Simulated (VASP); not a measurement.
# Sb (Pnma) in VASP: notebook, part 2 of 2

VASP 6.6.1. The steps go on from the part before.

## 5. Single point, PBE

This run uses another cell than the first one, of 32.01 Å³/atom.

INCAR

```
SYSTEM = Sb
ALGO     = Normal         ! electronic algorithm
EDIFF    = 1E-7           ! SCF threshold, eV
ENCUT    = 520            ! plane-wave cutoff, eV
GGA      = PE             ! functional
ISIF     = 2              ! what is computed and relaxed
ISMEAR   = 0              ! smearing method
LASPH    = .True.         ! aspherical terms in the spheres
LCHARG   = .False.        ! write CHGCAR
LREAL    = .False.        ! projectors in reciprocal space
LWAVE    = .False.        ! write WAVECAR
NBANDS   = 30             ! bands
NELM     = 100            ! most SCF steps
PREC     = Accurate       ! precision mode
SIGMA    = 0.02           ! smearing width, eV
```

KPOINTS

```
k-points
0
Gamma
  4 8 8
  0 0 0
```

POSCAR

```
Sb
1.0
   12.7313737460      0.0000000000      0.0000000000
    0.0000000000      4.3502534208      0.0000000000
    0.0000000000      0.0000000000      4.6238259470
Sb
8
Direct
    0.1276017830      0.2500000000      0.3380972298
    0.3723982170      0.7500000000      0.8380972298
    0.6276017830      0.2500000000      0.1619027702
    0.8723982170      0.7500000000      0.6619027702
    0.1403151334      0.7500000000      0.7648286814
    0.3596848666      0.2500000000      0.2648286814
    0.6403151334      0.7500000000      0.7351713186
    0.8596848666      0.2500000000      0.2351713186
```

Potentials or basis: VASP PAW PBE potentials, release 64 (Sb).

Started as:

```bash
> cat potpaw_PBE.64/Sb/POTCAR > POTCAR
> mpirun -np 1 vasp_std > vasp.out
```

OUTCAR:

```text
SYSTEM = Sb
   EDIFF = 1E-7
   ENCUT = 520
   GGA = PE
   ISIF = 2
   ISMEAR = 0
   LASPH = .True.
   LREAL = .False.
   NELM = 100
   PREC = Accurate

 ion  position               nearest neighbor table
   1  0.128  0.250  0.338-   5 2.94   5 2.94   6 2.97   5 3.43   5 3.43   8 3.44
   2  0.372  0.750  0.838-   6 2.94   6 2.94   5 2.97   6 3.43   6 3.43   7 3.44
   3  0.628  0.250  0.162-   7 2.94   7 2.94   8 2.97   7 3.43   7 3.43   6 3.44
   4  0.872  0.750  0.662-   8 2.94   8 2.94   7 2.97   8 3.43   8 3.43   5 3.44
   5  0.140  0.750  0.765-   1 2.94   1 2.94   2 2.97   1 3.43   1 3.43   4 3.44
   6  0.360  0.250  0.265-   2 2.94   2 2.94   1 2.97   2 3.43   2 3.43   3 3.44
   7  0.640  0.750  0.735-   3 2.94   3 2.94   4 2.97   3 3.43   3 3.43   2 3.44
   8  0.860  0.250  0.235-   4 2.94   4 2.94   3 2.97   4 3.43   4 3.43   1 3.44

  LATTYP: Found a simple orthorhombic cell.
 ALAT       =     4.3502534208
 B/A-ratio  =     1.0628865723
 C/A-ratio  =     2.9265820895

  Lattice vectors:

 A1 = (   0.0000000000,   4.3502534208,   0.0000000000)
 A2 = (   0.0000000000,   0.0000000000,   4.6238259470)
 A3 = (  12.7313737460,   0.0000000000,   0.0000000000)

Analysis of symmetry for initial positions (statically):
=====================================================================
 Subroutine PRICEL returns:
 Original cell was already a primitive cell.

 Routine SETGRP: Setting up the symmetry group for a
 simple orthorhombic supercell.

 Subroutine GETGRP returns: Found  8 space group operations
 (whereof  2 operations were pure point group operations)
 out of a pool of  8 trial point group operations.

The static configuration has the point symmetry S_2 .
 The point group associated with its full space group is D_2h.

Analysis of symmetry for dynamics (positions and initial velocities):
=====================================================================
 Subroutine PRICEL returns:
 Original cell was already a primitive cell.

 Routine SETGRP: Setting up the symmetry group for a
 simple orthorhombic supercell.

[... 143 lines left out ...]
   LHFCALC =     F    Hartree Fock is set to
   AEXX    =    0.0000 exact exchange contribution
   IVDW    =     0    specifies the selected vdW correction
   LEPSILON=     F    determine dielectric tensor
   LRPA    =     F    only Hartree local field effects (RPA)
 non-spin polarized calculation
 Gauss-broadening in eV      SIGMA  =   0.02
  energy-cutoff  :      520.00
  volume of cell :      256.09
 maximum number of plane-waves:      6950
 NGX is ok and might be reduce to    96
   NGX = 47   NGY = 17   NGZ = 17

 number of electron      39.9999996 magnetization

 Free energy of the ion-electron system (eV)
  ---------------------------------------------------
  ext. energy  EPLUGINS =         0.00000000
  ---------------------------------------------------
  free energy    TOTEN  =       -32.76208891 eV

  energy without entropy =      -32.76163504  energy(sigma->0) =      -32.76186197

 E-fermi :   6.4414     XC(G=0):  -9.2682

 val. band max:        6.4362794491   @ k =   0.0000   0.2500   0.3750
 cond. band min:       6.4482995447   @ k =   0.0000   0.3750   0.0000
 fundamental gap:      0.0120200956
 Fermi energy:         6.4413530722

 k-point     1 :       0.0000    0.0000    0.0000
  band No.  band energies     occupation
      1      -5.7955      2.00000
      2      -5.3373      2.00000
      3      -4.5480      2.00000
      4      -3.6016      2.00000
      5      -1.1082      2.00000
      6      -0.7243      2.00000
[... 781 lines left out ...]
     29      10.1019      0.00000
     30      10.1020      0.00000

 [... further k-points ...]

------------------------ aborting loop because EDIFF is reached ----------------------------------------

  FORCE on cell =-STRESS in cart. coord.  units (eV):
  Direction    XX          YY          ZZ          XY          YZ          ZX
  --------------------------------------------------------------------------------------
  -------------------------------------------------------------------------------------
  Total        0.0766523      0.1184176      0.0633225      0.0000000      0.0000000      0.0000000
  in kB        0.4795616      0.7408590      0.3961661      0.0000000      0.0000000      0.0000000
  external PRESSURE =       0.5388622 kB  Pullay stress =       0.0000000 kB

 VOLUME and BASIS-vectors are now :
 -----------------------------------------------------------------------------
  energy-cutoff  :      520.00
  volume of cell :      256.09
      direct lattice vectors                 reciprocal lattice vectors
    12.731373746  0.000000000  0.000000000     0.078546119  0.000000000  0.000000000
     0.000000000  4.350253421  0.000000000     0.000000000  0.229871666  0.000000000
     0.000000000  0.000000000  4.623825947     0.000000000  0.000000000  0.216271116

 POSITION                                       TOTAL-FORCE (eV/Angst)
 -----------------------------------------------------------------------------------
      1.62455      1.08756      1.56330        -0.020117      0.000000     -0.029138
      4.74114      3.26269      3.87522         0.020117      0.000000     -0.029138
      7.99023      1.08756      0.74861        -0.020117      0.000000      0.029138
     11.10683      3.26269      3.06052         0.020117      0.000000      0.029138
      1.78640      3.26269      3.53643        -0.016975     -0.000000      0.028808
      4.57928      1.08756      1.22452         0.016975     -0.000000      0.028808
      8.15209      3.26269      3.39930        -0.016975      0.000000     -0.028808
     10.94497      1.08756      1.08739         0.016975      0.000000     -0.028808
 -----------------------------------------------------------------------------------
    total drift:                               -0.000000     -0.000000      0.000000

  FREE ENERGIE OF THE ION-ELECTRON SYSTEM (eV)
  ---------------------------------------------------
  free  energy   TOTEN  =       -32.7620889094 eV

  energy  without entropy=      -32.7616350383  energy(sigma->0) =      -32.76186197
```

Wall time 7 min (1 thread of Intel Xeon 6975P-C (Granite Rapids), shared host); peak memory 0.58 GiB.

Results:

* Free energy: -32.7621 eV
* Pressure: 0.1 GPa
* Largest force: 0.035 eV/Å
* Band gap on the k mesh: zero (bands 20 and 21 overlap by 0.21 eV)

Forces in eV/Å, atoms in the order of the input:
```
Sb  -0.020  0.000 -0.029
Sb   0.020  0.000 -0.029
Sb  -0.020  0.000  0.029
Sb   0.020  0.000  0.029
Sb  -0.017  0.000  0.029
Sb   0.017  0.000  0.029
Sb  -0.017  0.000 -0.029
Sb   0.017  0.000 -0.029
```

Caveat: spin-orbit coupling is left out, which moves the levels of the heavy elements.

## 6. Summary

```csv
task,cell,k mesh,cutoff (eV),smearing,gap on the mesh (eV),pressure (GPa),largest force (eV/Å)
single point,"a = 8.976, b = 4.153, c = 5.215 Å, 8 atoms, atomic positions A",2 × 4 × 4,520,gaussian 0.1 eV,none,28.0,1.23
single point,"a = 12.817, b = 4.404, c = 4.584 Å, 8 atoms, atomic positions B",2 × 4 × 4,520,gaussian 0.1 eV,-,0.0,0.04
relaxation of cell and atoms,"relaxed from a = 8.976, b = 4.153, c = 5.215 Å, 8 atoms, atomic positions A",2 × 4 × 4,600,gaussian 0.1 eV,-,0.0,0.03
single point,"a = 12.731, b = 4.350, c = 4.624 Å, 8 atoms, atomic positions C",4 × 8 × 8,520,gaussian 0.02 eV,none,0.1,0.04
```

Alike in all rows: level PBE; potentials or basis VASP PAW PBE potentials, release 64 (Sb); no spin polarisation.

Caveats: some runs use coarse meshes; spin-orbit coupling is left out, which moves the levels of the heavy elements; forces of over 1 eV/Å act on the atoms, so gaps and moduli don't describe the material at rest (at least some runs); the volume moved by over 15 % at a fixed basis, so the end points are rough (at least some runs).

Absolute energies hang on the potentials; compare differences alone.

The gap in the log of VASP goes by the Fermi energy; the results here count the filled bands.